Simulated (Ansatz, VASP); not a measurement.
This is a calculation of Co for VASP 6.6.1.

The input INCAR:

```
PREC = Accurate ; ENCUT = 600
EDIFF = 1E-6 ; ISMEAR = -1
SIGMA = 0.05 ; LREAL = F
LASPH = T ; NELM = 150
ALGO = Normal ; ISIF = 3
LWAVE = F ; LCHARG = F
ISPIN = 2 ; MAGMOM = 2 2
LORBIT = 11 ; LMAXMIX = 4
GGA = PS ; IBRION = 2
NSW = 60 ; EDIFFG = -0.01
```

The input KPOINTS:

```
regular mesh
0
Gamma
  12 12 7
```

The input POSCAR:

```
Co
1.0
    2.4719999032      0.0000000000      0.0000000000
   -1.2359999516      2.1408147143      0.0000000000
    0.0000000000      0.0000000000      4.0211440800
Co
2
Direct
    0.6666666667      0.3333333333      0.7500000000
    0.3333333333      0.6666666667      0.2500000000
```

Potentials or basis: VASP PAW PBE potentials, release 64 (Co).

Run with:

```sh
$ cat potpaw_PBE.64/Co/POTCAR > POTCAR
$ mpirun -np 1 vasp_std > vasp.out
```

**Question.** Translate it to Ansatz 0.2.0. Potentials there: Ansatz PAW.

**Answer.** As run (the cutoff follows the program's own potentials):

Contents of input.yaml:

```yaml
crystal:
  lattice:
    - [2.4719999032, 0.0, 0.0]
    - [-1.2359999516, 2.1408147143, 0.0]
    - [0.0, 0.0, 4.02114408]
  atoms:
    - { symbol: Co, position: [0.6666666667, 0.3333333333, 0.75], spin: 2.0 }
    - { symbol: Co, position: [0.3333333333, 0.6666666667, 0.25], spin: 2.0 }
hamiltonian:
  xc: pbesol
  pseudopotentials: { kind: paw }
magnetization:
  spin_polarized: true
kpoints:
  mp_grid: { grid: [12, 12, 7] }
scf:
  occupations: { method: fermi_dirac, width: 0.05 }
output:
  forces: true
  stress: true
  eigenvalues: true
relax:
  f_tol: 0.01
  max_steps: 40
  cell: { stress_tol: 0.05 }
```

Potentials or basis: Ansatz PAW.

Command:

```sh
$ ansatz run input.yaml --threads 2 --pin off --max-ram 5632MiB --backend cpu --events-out ev --progress --plain --runs-dir out
```

Both were run:

|  | VASP | Ansatz | Ansatz less VASP |
| --- | --- | --- | --- |
| gap on the k mesh at the Fermi level, each at its own relaxed structure (eV) | none | none | - |
| net moment per atom (μB) | 1.55 | 1.57 | +0.015 |
| size of the moment on the site where the two differ most (μB) | 1.56 | 1.63 | +0.072 |
| relaxed volume (Å³/atom) | 10.32 | 10.37 | +0.052 |
| relaxed cell length with the largest relative difference (Å) | 3.958 | 3.964 | +0.0066 |

VASP's potentials were made for PBE, not for PBEsol. Site moments also hang on the region over which each program counts them. A gap of «none» marks a metal or a gap that the smearing closes. VASP's potentials hold 18 valence electrons a cell and Ansatz's 34, so a difference there can come from the potentials and not from the codes.

Noted on Ansatz's run: the plane-wave basis is chosen anew once the cell has moved, so the energies of steps on either side of that aren't comparable.
